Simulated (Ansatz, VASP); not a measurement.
**Bi in VASP and in Ansatz**

INCAR

```
ALGO     = Normal         # electronic algorithm
EDIFF    = 1E-6           # SCF threshold, eV
ENCUT    = 520            # plane-wave cutoff, eV
GGA      = PE             # functional
ISIF     = 2              # what is computed and relaxed
ISMEAR   = -1             # smearing method
LASPH    = True           # aspherical terms in the spheres
LCHARG   = False          # write CHGCAR
LREAL    = False          # projectors in reciprocal space
LWAVE    = False          # write WAVECAR
NBANDS   = 38             # bands
NELM     = 60             # most SCF steps
PREC     = Accurate       # precision mode
SIGMA    = 0.08           # smearing width, eV
```

The input KPOINTS:

```
k-points
0
Gamma
  10 6 6
```

The input POSCAR:

```
Bi
1.0
   -1.7696662591      3.0651518732      0.0000000000
    0.0000000000      0.0000000000      5.8434446936
    5.3089987773      3.0651518731      0.0000000000
Bi
4
Direct
    0.5000000000      0.2500000000      0.1666666670
    0.0000000000      0.2500000000      0.6666666670
    0.0000000000      0.7500000000      0.3333333330
    0.5000000000      0.7500000000      0.8333333330
```

Input for Ansatz:

```yaml
crystal:
  lattice:
    - [-1.7696662591, 3.0651518732, 0.0]
    - [0.0, 0.0, 5.8434446936]
    - [5.3089987773, 3.0651518731, 0.0]
  atoms:
    - { symbol: Bi, position: [0.5, 0.25, 0.166666667] }
    - { symbol: Bi, position: [0.0, 0.25, 0.666666667] }
    - { symbol: Bi, position: [0.0, 0.75, 0.333333333] }
    - { symbol: Bi, position: [0.5, 0.75, 0.833333333] }
kpoints:
  mp_grid: { grid: [10, 6, 6] }
scf:
  occupations: { method: fermi_dirac, width: 0.08 }
hamiltonian:
  xc: pbe
  pseudopotentials: { kind: all_electron, lapw: { basis_error: 0.001 } }
output:
  forces: true
  stress: true
  eigenvalues: true
```

Alike in both runs: task single point; functional PBE; k mesh 10 × 6 × 6; occupations fermi-dirac, width 0.08 eV; no spin polarisation.

```csv
,VASP,Ansatz
version,VASP 6.6.1,Ansatz 0.2.0
potentials or method,"VASP PAW PBE potentials, release 64 (Bi_d), cutoff 520 eV","all-electron LAPW, scalar-relativistic"
```

```csv
,VASP,Ansatz,Ansatz less VASP
pressure (GPa),-0.2,-0.1,+0.08
"traceless stress, the component that is largest in VASP (GPa)",-0.40,-0.40,0.000
rms of the force components (eV/Å),0.015,0.014,-0.0001
```

Atom by atom the forces differ by 0.000 eV/Å (rms over components). Ansatz ran all-electron here, and VASP with PAW potentials.

Neither program's run includes spin-orbit coupling.
